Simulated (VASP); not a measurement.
Input of a VASP 6.6.1 run:

POSCAR

```
Ir
1.0
    0.0000000000      1.9197000000      1.7757225000
    1.9197000000      0.0000000000      1.7757225000
    1.9197000000      1.9197000000      0.0000000000
Ir
1
Direct
    0.0000000000      0.0000000000      0.0000000000
```

INCAR.step1

```
PREC     = Accurate       # precision mode
ENCUT    = 520            # plane-wave cutoff, eV
ISMEAR   = 0              # smearing method
SIGMA    = 0.15           # smearing width, eV
LREAL    = F              # projectors in reciprocal space
LASPH    = T              # aspherical terms in the spheres
NELM     = 100            # most SCF steps
NBANDS   = 10             # bands
GGA      = PE             # functional
ALGO     = Normal         # electronic algorithm
EDIFF    = 1E-4           # SCF threshold, eV
LWAVE    = T              # write WAVECAR
LCHARG   = F              # write CHGCAR
```

Contents of INCAR.step2:

```
PREC     = Accurate       # precision mode
ENCUT    = 520            # plane-wave cutoff, eV
EDIFF    = 1E-7           # SCF threshold, eV
ISMEAR   = 0              # smearing method
SIGMA    = 0.15           # smearing width, eV
LREAL    = F              # projectors in reciprocal space
LASPH    = T              # aspherical terms in the spheres
NELM     = 100            # most SCF steps
ALGO     = Normal         # electronic algorithm
ISIF     = 2              # what is computed and relaxed
LWAVE    = F              # write WAVECAR
LCHARG   = T              # write CHGCAR
METAGGA  = R2SCAN         # meta-GGA
LMIXTAU  = T            
LELF     = T              # ELF
LVHAR    = T            
NBANDS   = 10             # bands
ISTART   = 1
```

KPOINTS

```
regular mesh
0
Gamma
  22 22 22
```

Potentials or basis: VASP PAW PBE potentials, release 64 (Ir).

The run is started by

```sh
$ cat potpaw_PBE.64/Ir/POTCAR > POTCAR
$ cp INCAR.step1 INCAR
$ mpirun -np 1 vasp_std > vasp.out
$ cp INCAR.step2 INCAR
$ mpirun -np 1 vasp_std > vasp.out
```

**Question.** Estimate the band gap on the k mesh.

**Answer.** Zero (an odd number of electrons rules out a gap without spin polarisation).

**Question.** Estimate the pressure.

**Answer.** 43.4 GPa.

Stress tensor (GPa, compression positive):
```
31.93  0.00  0.00
 0.00 31.93  0.00
 0.00  0.00 66.40
```

Caveat: the cell differs from its parent crystal (strain -0.0750 x Voigt [0, 0, 1, 0, 0, 0]); the stress differs along the axes, from 32 to 66 GPa; the PAW data sets were made with another functional, which shifts forces and pressure a little; spin-orbit coupling is left out, which moves the levels of the heavy elements.
